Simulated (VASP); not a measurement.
Wanted: the native input for a VASP 6.6.1 run.

- Task: relaxation of cell and atoms
- Functional: PBE
- Potentials or basis: VASP PAW PBE potentials, release 64 (Na_sv, B)
- Cutoff: 970 eV
- k mesh: 6 × 6 × 6
- Occupations: gaussian, width 0.1 eV
- Spin: no spin polarisation
- Dipole correction: no
- Mended: yes
- Further INCAR settings: ALGO = Normal; EDIFF = 1e-07; IBRION = 2; EDIFFG = -0.04; NSW = 90; ISIF = 3

The structure of NaB lies in POSCAR:

```
NaB
1.0
    3.6053803400      0.0000000000      0.0000000000
    0.0000000000      3.6053803400      0.0000000000
    0.0000000000      0.0000000000      3.6053803400
Na B
1 1
Direct
    0.5000000000      0.5000000000      0.5000000000
    0.0000000000      0.0000000000      0.0000000000
```

The cell was built from a structure type or drawn by symmetry, and may not be a known phase.

One way to write it, as run:

INCAR

```
SYSTEM = NaB
PREC = Accurate ; ENCUT = 970
EDIFF = 1E-7 ; ISMEAR = 0
SIGMA = 0.1 ; LREAL = .False.
LASPH = .True. ; NELM = 120
ALGO = Normal ; ISIF = 3
LWAVE = .False. ; LCHARG = .False.
GGA = PE ; IBRION = 2
NSW = 90 ; EDIFFG = -0.04
GGA_COMPAT = .False. ; NELMIN = 4
```

KPOINTS

```
regular mesh
0
Gamma
  6 6 6
  0 0 0
```

Potentials or basis: VASP PAW PBE potentials, release 64 (Na_sv, B).

Command:

```console
$ cat potpaw_PBE.64/Na_sv/POTCAR potpaw_PBE.64/B/POTCAR > POTCAR
$ mpirun -np 1 vasp_std > vasp.out
```

It gave:

```
Relaxed volume                        : 15.52 Å³/atom
Relaxed cell                          : a = 3.142 Å, b = 3.142 Å, c = 3.142 Å, α = 90.00°, β = 90.00°, γ = 90.00°
Space group after relaxing (to 0.1 Å) : Pm-3m (No. 221)
Energy gained by relaxing             : 221.8 meV/atom
Ionic steps                           : 6
Pressure after relaxing               : 0.1 GPa
Band gap on the k mesh                : zero (bands 6 and 7 overlap by 3.99 eV)
```

Caveat: the volume moved by over 15 % at a fixed basis, so the end points are rough.

Run time: 3.1 min on 1 thread of Intel(R) Xeon(R) Platinum 8259CL CPU @ 2.50GHz (Skylake/Cascade Lake), with other jobs on the host, peak memory 0.25 GiB.
